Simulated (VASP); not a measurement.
Here is a VASP 6.6.1 calculation.

Contents of INCAR:

```
PREC = Accurate ; ENCUT = 520
EDIFF = 1E-6 ; ISMEAR = 0
SIGMA = 0.1 ; LREAL = F
LASPH = T ; NELM = 60
ALGO = Fast ; ISIF = 2
LWAVE = F ; LCHARG = F
GGA = PS ; NBANDS = 66
```

The input KPOINTS:

```
regular mesh
0
Gamma
  9 9 9
```

POSCAR

```
Ir
1.0
    3.4980388884      2.0195936938      5.5191458048
   -3.4980388884      2.0195936938      5.5191458048
    0.0000000000     -4.0391873877      5.5191458048
Ir
12
Direct
    0.0125071300      0.6585918726      0.0125071300
    0.0125071300      0.0125071300      0.6585918726
    0.6585918726      0.0125071300      0.0125071300
    0.9874928700      0.3414081274      0.9874928700
    0.3414081274      0.9874928700      0.9874928700
    0.9874928700      0.9874928700      0.3414081274
    0.2407534540      0.5991680040      0.2407534540
    0.2407534540      0.2407534540      0.5991680040
    0.5991680040      0.2407534540      0.2407534540
    0.7592465460      0.4008319960      0.7592465460
    0.4008319960      0.7592465460      0.7592465460
    0.7592465460      0.7592465460      0.4008319960
```

Potentials or basis: VASP PAW PBE potentials, release 64 (Ir).

Run with:

```sh
$ cat potpaw_PBE.64/Ir/POTCAR > POTCAR
$ mpirun -np 1 vasp_std > vasp.out
```

Question: Predict the largest force.

Answer: 0.076 eV/Å.

Question: Predict the pressure.

Answer: 0.3 GPa.

Question: Predict the band gap on the k mesh.

Answer: Zero (bands 54 and 55 overlap by 0.60 eV).

Forces on the atoms (eV/Å):
```
Ir   0.046 -0.027 -0.054
Ir   0.000  0.053 -0.054
Ir  -0.046 -0.027 -0.054
Ir  -0.046  0.027  0.054
Ir   0.046  0.027  0.054
Ir   0.000 -0.053  0.054
Ir   0.018 -0.010  0.000
Ir   0.000  0.021  0.000
Ir  -0.018 -0.010  0.000
Ir  -0.018  0.010  0.000
Ir   0.018  0.010  0.000
Ir   0.000 -0.021  0.000
```

Caveat: the PAW data sets were made with another functional, which shifts forces and pressure a little; spin-orbit coupling is left out, which moves the levels of the heavy elements.
